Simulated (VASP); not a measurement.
# MgS (Niningerite) (Fm-3m) in VASP: settings compared

The runs below take MgS (Niningerite) through relaxation of cell and atoms, with LDA, RPBE, revPBE.

Everything below comes from runs of VASP 6.6.1. Logs are shortened: lines on timing, memory, paths and dates and some standing lists are left out, and cuts for length are marked.

## Step 1: The cell of the first run

It takes space group Fm-3m (No. 225, cubic). The conventional cell has a = 5.203 Å, b = 5.203 Å, c = 5.203 Å, α = 90.00°, β = 90.00°, γ = 90.00°. S (site symmetry m-3m) has 6 Mg at 2.60 Å within 3.4 Å. Mg (site symmetry m-3m) has 6 S at 2.60 Å within 3.4 Å.

## Step 2: Relaxation of cell and atoms, LDA

Input file INCAR:

```
ALGO = Normal
EDIFF = 1E-7
EDIFFG = -0.01
ENCUT = 600
GGA = CA
IBRION = 2
ISIF = 3
ISMEAR = -1
LASPH = T
LCHARG = F
LREAL = F
LWAVE = F
NELM = 100
NSW = 60
PREC = Accurate
SIGMA = 0.05
```

Input file KPOINTS:

```
k-points
0
Gamma
  9 9 9
```

Input file POSCAR:

```
MgS
1.0
    0.0000000000      2.6016500000      2.6016500000
    2.6016500000      0.0000000000      2.6016500000
    2.6016500000      2.6016500000      0.0000000000
S Mg
1 1
Direct
    0.5000000000      0.5000000000      0.5000000000
    0.0000000000      0.0000000000      0.0000000000
```

Potentials or basis: VASP PAW LDA potentials, release 64 (S, Mg).

Run with:

```console
cat potpaw_LDA.64/S/POTCAR potpaw_LDA.64/Mg/POTCAR > POTCAR
mpirun -np 1 vasp_std > vasp.out
```

OUTCAR:

```text
EDIFF = 1E-7
   EDIFFG = -0.01
   ENCUT = 600
   GGA = CA
   IBRION = 2
   ISIF = 3
   ISMEAR = -1
   LASPH = T
   LREAL = F
   NELM = 100
   NSW = 60
   PREC = Accurate

 ion  position               nearest neighbor table
   1  0.500  0.500  0.500-   2 2.60   2 2.60   2 2.60   2 2.60   2 2.60   2 2.60
   2  0.000  0.000  0.000-   1 2.60   1 2.60   1 2.60   1 2.60   1 2.60   1 2.60

  LATTYP: Found a face centered cubic cell.
 ALAT       =     5.2033000000

  Lattice vectors:

 A1 = (   0.0000000000,   2.6016500000,   2.6016500000)
 A2 = (   2.6016500000,   0.0000000000,   2.6016500000)
 A3 = (   2.6016500000,   2.6016500000,   0.0000000000)

Analysis of symmetry for initial positions (statically):
[... 33 lines left out ...]
                                     Primitive cell

  volume of cell :      35.2190

  direct lattice vectors                    reciprocal lattice vectors
     0.000000000  2.601650000  2.601650000    -0.192185728  0.192185728  0.192185728
     2.601650000  0.000000000  2.601650000     0.192185728 -0.192185728  0.192185728
     2.601650000  2.601650000  0.000000000     0.192185728  0.192185728 -0.192185728

  length of vectors
     3.679288715  3.679288715  3.679288715     0.332875446  0.332875446  0.332875446

  position of ions in fractional coordinates (direct lattice)
[... 8 lines left out ...]
----------------------------------------------------------------------------------------

 KPOINTS: k-points

Automatic generation of k-mesh.
 Grid dimensions read from file:
 generate k-points for:    9    9    9

 Generating k-lattice:

  Cartesian coordinates                     Fractional coordinates (reciprocal lattice)
    -0.021353970  0.021353970  0.021353970     0.111111111  0.000000000  0.000000000
     0.021353970 -0.021353970  0.021353970     0.000000000  0.111111111  0.000000000
     0.021353970  0.021353970 -0.021353970     0.000000000  0.000000000  0.111111111

  Length of vectors
     0.036986161  0.036986161  0.036986161

  Shift w.r.t. Gamma in fractional coordinates (k-lattice)
     0.000000000  0.000000000  0.000000000

 Subroutine IBZKPT returns following result:
 ===========================================

 Found     35 irreducible k-points:

 Following reciprocal coordinates:
            Coordinates               Weight
  0.000000  0.000000  0.000000      1.000000
  0.111111  0.000000  0.000000      8.000000
  0.222222  0.000000  0.000000      8.000000
  0.333333  0.000000  0.000000      8.000000
  0.444444  0.000000  0.000000      8.000000
  0.111111  0.111111  0.000000      6.000000
[... 16 lines left out ...]
 -0.333333  0.333333  0.000000     12.000000
  0.444444  0.444444  0.000000      6.000000
 [... further k-points ...]
   k-points           NKPTS =     35   k-points in BZ     NKDIM =     35   number of bands    NBANDS=      8
   number of dos      NEDOS =    301   number of ions     NIONS =      2
   total plane-waves  NPLWV =  27000
   dimension x,y,z NGX =    30 NGY =   30 NGZ =   30
   dimension x,y,z NGXF=    60 NGYF=   60 NGZF=   60
   ions per type =               1   1
   NGX,Y,Z   is equivalent  to a cutoff of  13.56, 13.56, 13.56 a.u.
   NGXF,Y,Z  is equivalent  to a cutoff of  27.11, 27.11, 27.11 a.u.
 SYSTEM =  unknown system
   PREC   = accura    normal or accurate (medium, high low for compatibility)
   ISTART =      0    job   : 0-new  1-cont  2-samecut
   ICHARG =      2    charge: 1-file 2-atom 10-const
   ISPIN  =      1    spin polarized calculation?
   LNONCOLLINEAR =      F non collinear calculations
   LSORBIT =      F    spin-orbit coupling
   LASPH  =      T    aspherical Exc in radial PAW
   ENCUT  =  600.0 eV  44.10 Ry    6.64 a.u.   7.35  7.35  7.35*2*pi/ulx,y,z
   NELM   =    100;   NELMIN=  2; NELMDL= -5     # of ELM steps
   EDIFF  = 0.1E-06   stopping-criterion for ELM
   LREAL  =      F    real-space projection
   EDIFFG = -.1E-01   stopping-criterion for IOM
   NSW    =     60    number of steps for IOM
   IBRION =      2    ionic relax: 0-MD 1-quasi-New 2-CG
   NFREE  =      1    steps in history (QN), initial steepest desc. (CG)
   ISIF   =      3    stress and relaxation
   ISYM   =      2    0-nonsym 1-usesym 2-fastsym
   POTIM  = 0.5000    time-step for ionic-motion
   TEBEG  =    0.0;   TEEND  =   0.0 temperature during run
   PSTRESS=    0.0 pullay stress
   NELECT =       8.0000    total number of electrons
   NUPDOWN=      -1.0000    fix difference up-down
   EMIN   =  10.00;   EMAX   =-10.00  energy-range for DOS
   EFERMI =   0.00;   METHOD = LEGACY
   ISMEAR =    -1;   SIGMA  =   0.05  broadening in eV -4-tet -1-fermi 0-gaus
   EFERMI_NEDOS =   21; number of points for ismear=-14 and -15
   IALGO  =     38    algorithm
   IMIX   =      4    mixing-type and parameters
     AMIX     =   0.40;   BMIX     =  1.00
     AMIX_MAG =   1.60;   BMIX_MAG =  1.00
  volume/ion in A,a.u.               =      17.61       118.83
  Fermi-wavevector in a.u.,A,eV,Ry     =   0.998878  1.887606 13.575323  0.997758
  Thomas-Fermi vector in A             =   2.131131
   LORBIT       =      0    0 simple, 1 ext, 2 COOP (PROOUT), +10 PAW based schemes
   GGA     = CA    functional components
   LHFCALC =     F    Hartree Fock is set to
   AEXX    =    0.0000 exact exchange contribution
   IVDW    =     0    specifies the selected vdW correction
   LEPSILON=     F    determine dielectric tensor
   LRPA    =     F    only Hartree local field effects (RPA)
 conjugate gradient relaxation of ions
 non-spin polarized calculation
  energy-cutoff  :      600.00
  volume of cell :       35.22
 maximum number of plane-waves:      1211
 NGX is ok and might be reduce to    30
   NGX = 15   NGY = 15   NGZ = 15

--------------------------------------- Ionic step        1  -------------------------------------------

 number of electron       7.9999999 magnetization

 Free energy of the ion-electron system (eV)
  ---------------------------------------------------
  ext. energy  EPLUGINS =         0.00000000
  ---------------------------------------------------
  free energy    TOTEN  =        -9.57186755 eV

  energy without entropy =       -9.57186755  energy(sigma->0) =       -9.57186755

 E-fermi :   4.6126     XC(G=0):  -9.9880

 val. band max:        3.5801769590   @ k =   0.0000   0.0000   0.0000
 cond. band min:       6.2693936034   @ k =   0.4444   0.4444   0.0000
 fundamental gap:      2.6892166443
 Fermi energy:         4.6126008582

 k-point     1 :       0.0000    0.0000    0.0000
  band No.  band energies     occupation
      1      -9.0599      2.00000
      2       3.5802      2.00000
      3       3.5802      2.00000
      4       3.5802      2.00000
      5       7.0724      0.00000
      6      11.4178      0.00000
      7      11.4178      0.00000
      8      11.4178      0.00000

 k-point     2 :       0.1111    0.0000    0.0000
  band No.  band energies     occupation
      1      -8.9382      2.00000
      2       2.6889      2.00000
      3       3.4981      2.00000
      4       3.4981      2.00000
      5       7.7712      0.00000
      6      11.1209      0.00000
      7      11.6321      0.00000
      8      11.6321      0.00000

 k-point     3 :       0.2222    0.0000    0.0000
  band No.  band energies     occupation
      1      -8.5999      2.00000
      2       1.1101      2.00000
      3       3.3077      2.00000
      4       3.3077      2.00000
      5       8.3620      0.00000
      6      11.4241      0.00000
      7      11.4241      0.00000
      8      11.4407      0.00000
[... 280 lines left out ...]
 VOLUME and BASIS-vectors are now :
 -----------------------------------------------------------------------------
  energy-cutoff  :      600.00
  volume of cell :       33.12
      direct lattice vectors                 reciprocal lattice vectors
     0.000000000  2.548919653  2.548919653    -0.196161538  0.196161538  0.196161538
     2.548919653  0.000000000  2.548919653     0.196161538 -0.196161538  0.196161538
     2.548919653  2.548919653  0.000000000     0.196161538  0.196161538 -0.196161538

 POSITION                                       TOTAL-FORCE (eV/Angst)
 -----------------------------------------------------------------------------------
      2.54892      2.54892      2.54892        -0.000000     -0.000000     -0.000000
      5.09784      5.09784      5.09784         0.000000      0.000000      0.000000
 -----------------------------------------------------------------------------------
    total drift:                               -0.000000     -0.000000      0.000000

  FREE ENERGIE OF THE ION-ELECTRON SYSTEM (eV)
  ---------------------------------------------------
  free  energy   TOTEN  =        -9.5918669430 eV

  energy  without entropy=       -9.5918669430  energy(sigma->0) =       -9.59186694

--------------------------------------- Ionic step        3  -------------------------------------------

 number of electron       8.0000001 magnetization

 Free energy of the ion-electron system (eV)
  ---------------------------------------------------
  ext. energy  EPLUGINS =         0.00000000
  ---------------------------------------------------
  free energy    TOTEN  =        -9.59310051 eV

  energy without entropy =       -9.59310051  energy(sigma->0) =       -9.59310051

 E-fermi :   5.0905     XC(G=0): -10.1941

 val. band max:        4.0403322572   @ k =   0.0000   0.0000   0.0000
 cond. band min:       6.8368326576   @ k =   0.4444   0.4444   0.0000
 fundamental gap:      2.7965004004
 Fermi energy:         5.0904618461

 k-point     1 :       0.0000    0.0000    0.0000
  band No.  band energies     occupation
      1      -8.8946      2.00000
      2       4.0403      2.00000
      3       4.0403      2.00000
      4       4.0403      2.00000
      5       7.9355      0.00000
      6      11.8411      0.00000
      7      11.8411      0.00000
      8      11.8411      0.00000

 k-point     2 :       0.1111    0.0000    0.0000
  band No.  band energies     occupation
      1      -8.7632      2.00000
      2       3.1250      2.00000
      3       3.9491      2.00000
      4       3.9491      2.00000
      5       8.6150      0.00000
      6      11.5777      0.00000
      7      12.0748      0.00000
      8      12.0748      0.00000

 k-point     3 :       0.2222    0.0000    0.0000
  band No.  band energies     occupation
      1      -8.3960      2.00000
      2       1.4683      2.00000
      3       3.7387      2.00000
      4       3.7387      2.00000
      5       9.0465      0.00000
      6      11.9292      0.00000
      7      11.9292      0.00000
      8      12.1233      0.00000
[... 244 lines left out ...]
 VOLUME and BASIS-vectors are now :
 -----------------------------------------------------------------------------
  energy-cutoff  :      600.00
  volume of cell :       33.51
      direct lattice vectors                 reciprocal lattice vectors
     0.000000000  2.558856198  2.558856198    -0.195399804  0.195399804  0.195399804
     2.558856198  0.000000000  2.558856198     0.195399804 -0.195399804  0.195399804
     2.558856198  2.558856198  0.000000000     0.195399804  0.195399804 -0.195399804

 POSITION                                       TOTAL-FORCE (eV/Angst)
 -----------------------------------------------------------------------------------
      2.55886      2.55886      2.55886         0.000000     -0.000000     -0.000000
      0.00000      0.00000      0.00000        -0.000000      0.000000      0.000000
 -----------------------------------------------------------------------------------
    total drift:                               -0.000000     -0.000000      0.000000

  FREE ENERGIE OF THE ION-ELECTRON SYSTEM (eV)
  ---------------------------------------------------
  free  energy   TOTEN  =        -9.5931005113 eV

  energy  without entropy=       -9.5931005112  energy(sigma->0) =       -9.59310051

 reached required accuracy - stopping structural energy minimisation
```

Wall time 11 s (1 thread of Intel Xeon 6975P-C (Granite Rapids), shared host); peak memory 0.16 GiB.

Results:

```yaml
Free_energy: -9.5931 eV
Relaxed_volume: 16.75 Å³/atom
Relaxed_cell: a = 3.619 Å, b = 3.619 Å, c = 3.619 Å, α = 60.00°, β = 60.00°, γ = 60.00°
Space_group_after_relaxing_to_0.05_Å: Fm-3m (No. 225)
Energy_gained_by_relaxing: 10.6 meV/atom
Ionic_steps: 3
Pressure_after_relaxing: 0.0 GPa
Band_gap_on_the_k_mesh: 2.80 eV, indirect (least direct gap 3.90 eV)
```

Step by step:
```csv
step,energy change (eV),largest force (eV/Å),pressure (GPa),volume (Å³)
1,0.0000,0.0000,-3.82,35.22
2,-0.0200,0.0000,1.02,33.12
3,-0.0212,0.0000,0.00,33.51
```

Final structure:
```yaml
crystal:
  lattice:
    - [0.00000, 2.55886, 2.55886]
    - [2.55886, 0.00000, 2.55886]
    - [2.55886, 2.55886, 0.00000]
  atoms:
    - { symbol: S, position: [0.50000, 0.50000, 0.50000] }
    - { symbol: Mg, position: [0.00000, 0.00000, 0.00000] }
```

Levels at points of the mesh, in eV from the valence-band top:
| k point | band 1 | band 2 | band 3 | band 4 | band 5 | band 6 | band 7 | band 8 |
| --- | --- | --- | --- | --- | --- | --- | --- | --- |
| (0.00, 0.00, 0.00) | -12.93 | 0.00 | 0.00 | 0.00 | 3.90 | 7.80 | 7.80 | 7.80 |

## Step 3: Relaxation of cell and atoms, RPBE

Input file INCAR:

```
SYSTEM = MgS
PREC     = Accurate       ! precision mode
ENCUT    = 600            ! plane-wave cutoff, eV
EDIFF    = 1E-6           ! SCF threshold, eV
ISMEAR   = -1             ! smearing method
SIGMA    = 0.05           ! smearing width, eV
LREAL    = .FALSE.        ! projectors in reciprocal space
LASPH    = .TRUE.         ! aspherical terms in the spheres
NELM     = 60             ! most SCF steps
ALGO     = Normal         ! electronic algorithm
ISIF     = 3              ! what is computed and relaxed
LWAVE    = .FALSE.        ! write WAVECAR
LCHARG   = .FALSE.        ! write CHGCAR
GGA      = RP             ! functional
IBRION   = 2              ! ionic algorithm
NSW      = 60             ! ionic steps
EDIFFG   = -0.01          ! ionic threshold
```

Input file KPOINTS:

```
regular mesh
0
G
  9 9 9
  0 0 0
```

POSCAR is that of step 2.

Potentials or basis: VASP PAW PBE potentials, release 64 (S, Mg).

Run with:

```console
cat potpaw_PBE.64/S/POTCAR potpaw_PBE.64/Mg/POTCAR > POTCAR
mpirun -np 1 vasp_std > vasp.out
```

It took 12 s on 1 thread of Intel Xeon 6975P-C (Granite Rapids), shared host; peak memory 0.17 GiB.

Results (log left out):

- Free energy: -7.9760 eV
- Relaxed volume: 18.31 Å³/atom
- Relaxed cell: a = 3.728 Å, b = 3.728 Å, c = 3.728 Å, α = 60.00°, β = 60.00°, γ = 60.00°
- Space group after relaxing (to 0.05 Å): Fm-3m (No. 225)
- Energy gained by relaxing: 6.3 meV/atom
- Ionic steps: 3
- Pressure after relaxing: 0.0 GPa
- Band gap on the k mesh: 2.96 eV, indirect (least direct gap 3.57 eV)

Step by step:
```tsv
step	energy change (eV)	largest force (eV/Å)	pressure (GPa)	volume (Å³)
1	0.0000	0.0000	2.98	35.22
2	-0.0122	0.0000	-0.55	36.92
3	-0.0126	0.0000	0.00	36.62
```

Final structure:
```cif
data_structure
_symmetry_space_group_name_H-M 'P 1'
_symmetry_Int_Tables_number 1
_cell_length_a 3.7275
_cell_length_b 3.7275
_cell_length_c 3.7275
_cell_angle_alpha 60.000
_cell_angle_beta 60.000
_cell_angle_gamma 60.000
_cell_volume 36.62
loop_
_atom_site_label
_atom_site_type_symbol
_atom_site_fract_x
_atom_site_fract_y
_atom_site_fract_z
_atom_site_occupancy
S1 S 0.50000 0.50000 0.50000 1
Mg1 Mg 0.00000 0.00000 0.00000 1
```

Levels at points of the mesh, in eV from the valence-band top:
```csv
k point,band 2,band 3,band 4,band 5,band 6,band 7
"(0.00, 0.00, 0.00)",0.00,0.00,0.00,3.57,8.02,8.02
```

Caveat: the PAW data sets were made with another functional, which shifts forces and pressure a little. A hybrid or GW would open this gap; RPBE tends to underestimate it.

## Step 4: Relaxation of cell and atoms, revPBE

Input file INCAR:

```
ALGO     = Normal         # electronic algorithm
EDIFF    = 1E-6           # SCF threshold, eV
EDIFFG   = -0.01          # ionic threshold
ENCUT    = 600            # plane-wave cutoff, eV
GGA      = RE             # functional
IBRION   = 2              # ionic algorithm
ISIF     = 3              # what is computed and relaxed
ISMEAR   = -1             # smearing method
LASPH    = T              # aspherical terms in the spheres
LCHARG   = F              # write CHGCAR
LREAL    = F              # projectors in reciprocal space
LWAVE    = F              # write WAVECAR
NELM     = 60             # most SCF steps
NSW      = 60             # ionic steps
PREC     = Accurate       # precision mode
SIGMA    = 0.05           # smearing width, eV
```

Input file KPOINTS:

```
k-points
0
Gamma
  9 9 9
```

POSCAR is that of step 3.

Run with:

```console
cat potpaw_PBE.64/S/POTCAR potpaw_PBE.64/Mg/POTCAR > POTCAR
mpirun -np 1 vasp_std > vasp.out
```

Run time: 11 s. Hardware: 1 thread of Intel Xeon 6975P-C (Granite Rapids), shared host; peak memory 0.18 GiB.

It converged, with:

| Quantity | Value |
| --- | --- |
| Free energy | -8.0347 eV |
| Relaxed volume | 18.21 Å³/atom |
| Relaxed cell | a = 3.720 Å, b = 3.720 Å, c = 3.720 Å, α = 60.00°, β = 60.00°, γ = 60.00° |
| Space group after relaxing (to 0.05 Å) | Fm-3m (No. 225) |
| Energy gained by relaxing | 4.6 meV/atom |
| Ionic steps | 3 |
| Pressure after relaxing | 0.0 GPa |
| Band gap on the k mesh | 2.95 eV, indirect (least direct gap 3.58 eV) |

The path:
| step | energy change (eV) | largest force (eV/Å) | pressure (GPa) | volume (Å³) |
| --- | --- | --- | --- | --- |
| 1 | 0.0000 | 0.0000 | 2.54 | 35.22 |
| 2 | -0.0088 | 0.0000 | -0.48 | 36.66 |
| 3 | -0.0092 | 0.0000 | 0.00 | 36.41 |

Final structure:
```
S Mg
1.0
     0.00000    2.63070    2.63070
     2.63070    0.00000    2.63070
     2.63070    2.63070    0.00000
S Mg
1 1
Direct
  0.50000 0.50000 0.50000
  0.00000 0.00000 0.00000
```

Levels at points of the mesh, in eV from the valence-band top:
```
           k point  band 2  band 3  band 4  band 5  band 6  band 7
(0.00, 0.00, 0.00)    0.00    0.00    0.00    3.58    8.00    8.00
```

Caveat: the PAW data sets were made with another functional, which shifts forces and pressure a little. Zero-point motion and thermal expansion aren't in these numbers.

## Step 5: Overview

```tsv
level	potentials or basis	gap on the mesh (eV)	pressure (GPa)	relaxed volume (Å³/atom)
LDA	VASP PAW LDA potentials, release 64 (S, Mg)	2.80	0.0	16.75
RPBE	VASP PAW PBE potentials, release 64 (S, Mg)	2.96	0.0	18.31
revPBE	VASP PAW PBE potentials, release 64 (S, Mg)	2.95	0.0	18.21
```

Alike in all rows: task relaxation of cell and atoms; no spin polarisation; cell relaxed; k mesh 9 × 9 × 9; cutoff (eV) 600; smearing fermi-dirac 0.05 eV.

Caveats: the PAW data sets were made with another functional, which shifts forces and pressure a little (some runs).

Total energies depend on the potentials used, so only differences within one code and one set of settings carry meaning.
